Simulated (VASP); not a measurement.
Runs of VASP 6.6.1 on WS2 (Tungstenite). The structure is that of space group P6_3/mmc (No. 194), or close to it. The cells are those of the table. 

```tsv
cell	k mesh	smearing	gap on the mesh (eV)	pressure (GPa)	largest force (eV/Å)
a = 3.127, b = 3.127, c = 12.159 Å, angles 90.0, 90.0, 120.0°, 6 atoms	12 × 12 × 4	fermi-dirac 0.08 eV	0.85	0.4	0.05
a = 3.096, b = 3.096, c = 12.202 Å, angles 90.0, 90.0, 120.0°, 6 atoms	6 × 6 × 2	gaussian 0.01 eV	0.88	2.6	0.05
a = 3.111, b = 3.111, c = 12.196 Å, angles 90.0, 90.0, 120.0°, 6 atoms	6 × 6 × 2	gaussian 0.01 eV	0.87	1.6	(b)
a = 3.111, b = 3.111, c = 12.177 Å, angles 90.0, 90.0, 120.0°, 6 atoms	6 × 6 × 2	gaussian 0.01 eV	(d)	1.5	0.05
a = 3.189, b = 3.189, c = 12.060 Å, angles 90.0, 90.0, 120.0°, 6 atoms	6 × 6 × 2	gaussian 0.01 eV	0.81	(a)	0.04
a = 3.189, b = 3.189, c = 12.013 Å, angles 90.0, 90.0, 120.0°, 6 atoms	6 × 6 × 2	gaussian 0.01 eV	0.79	-3.9	0.04
a = 3.158, b = 3.158, c = 12.086 Å, angles 90.0, 90.0, 120.0°, 6 atoms	6 × 6 × 2	gaussian 0.01 eV	(c)	-1.8	-
a = 3.127, b = 3.127, c = 12.159 Å, angles 90.0, 90.0, 120.0°, 6 atoms	6 × 6 × 2	gaussian 0.01 eV	0.85	0.4	0.05
```

Alike in all rows: task single point; level LDA; potentials or basis VASP PAW LDA potentials, release 64 (W_sv, S); no spin polarisation; cutoff (eV) 520.

Estimate the missing entries.

(a) -3.6; (b) 0.08; (c) 0.82; (d) 0.86.

Caveats: spin-orbit coupling is left out, which moves the levels of the heavy elements.

A k mesh can miss the band edges, and the runs leave out spin-orbit coupling on W.
